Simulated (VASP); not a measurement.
Input of a VASP 6.6.1 run:

File POSCAR:

```
NbCu
1.0
    0.0000000000      2.5927724304      2.5927724304
    2.5927724304      0.0000000000      2.5927724304
    2.5927724304      2.5927724304      0.0000000000
Nb Cu
1 1
Direct
    0.0000000000      0.0000000000      0.0000000000
    0.5000000000      0.5000000000      0.5000000000
```

Contents of INCAR.step1:

```
  PREC = Accurate
  ENCUT = 520
  EDIFF = 1E-5
  ISMEAR = -1
  SIGMA = 0.05
  LREAL = False
  LASPH = True
  NELM = 60
  ALGO = Normal
  ISIF = 2
  LWAVE = True
  LCHARG = False
  NBANDS = 19
  GGA = PE
```

INCAR.step2

```
  PREC = Accurate
  ENCUT = 520
  EDIFF = 1E-6
  ISMEAR = -1
  SIGMA = 0.05
  LREAL = False
  LASPH = True
  NELM = 60
  ALGO = Normal
  ISIF = 2
  LWAVE = False
  LCHARG = False
  GGA = PE
  LHFCALC = True
  AEXX = 1.0
  ALDAC = 0.0
  AGGAC = 0.0
  PRECFOCK = Normal
  NBANDS = 19
  ISTART = 1
```

File KPOINTS:

```
regular mesh
0
Gamma
  5 5 5
```

Potentials or basis: VASP PAW PBE potentials, release 64 (Nb_sv, Cu).

Launch:

```console
$ cat potpaw_PBE.64/Nb_sv/POTCAR potpaw_PBE.64/Cu/POTCAR > POTCAR
$ cp INCAR.step1 INCAR
$ mpirun -np 1 vasp_std > vasp.out
$ cp INCAR.step2 INCAR
$ mpirun -np 1 vasp_std > vasp.out
```

**Question.** Estimate the band gap on the k mesh.

**Answer.** Zero (bands 12 and 13 overlap by 6.11 eV).

**Question.** What does it give for the pressure?

**Answer.** -1.0 GPa.

Caveat: the k points lie up to 0.42 Å⁻¹ apart, too coarse for converged energies and pressures of a metal; the PAW data sets were made with another functional, which shifts forces and pressure a little.
